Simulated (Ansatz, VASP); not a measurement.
## Two plane-wave programs on TiO2

```
Ti O
1.0
     4.53737    0.00000    0.00000
     0.00000    5.49577    0.00000
     0.00000    0.00000    4.87882
Ti O
4 8
Direct
  0.00000 0.17512 0.25000
  0.50000 0.32488 0.75000
  0.00000 0.82488 0.75000
  0.50000 0.67512 0.25000
  0.27156 0.38171 0.41878
  0.22844 0.11829 0.91878
  0.77156 0.11829 0.58122
  0.72844 0.38171 0.08122
  0.72844 0.61829 0.58122
  0.77156 0.88171 0.08122
  0.22844 0.88171 0.41878
  0.27156 0.61829 0.91878
```

Alike in both runs: functional PBEsol; k mesh 6 × 4 × 6; occupations gaussian, width 0.02 eV; no spin polarisation.

Ansatz relaxed the structure, and its values are those at the end. VASP's run is a single point on that final structure, the one shown.

```csv
,VASP,Ansatz
version,VASP 6.6.1,Ansatz 0.2.0
potentials or method,"VASP PAW PBE potentials, release 64 (Ti_sv, O), cutoff 520 eV","scalar-relativistic, plane waves, PAW"
valence electrons in the cell,96,96
```

Ansatz gave:

| Item | Value |
| --- | --- |
| gap on the k mesh at the Fermi level (eV) | 2.66 |
| least direct gap on the mesh (eV) | 2.72 |
| pressure (GPa) | 0.0 |
| rms of the force components (eV/Å) | 0.002 |

Problem. Which values does VASP return?

Solution. gap on the k mesh at the Fermi level (eV): 2.64; least direct gap on the mesh (eV): 2.70; pressure (GPa): 0.8; rms of the force components (eV/Å): 0.019.

VASP's potentials were made for PBE, not for PBEsol.
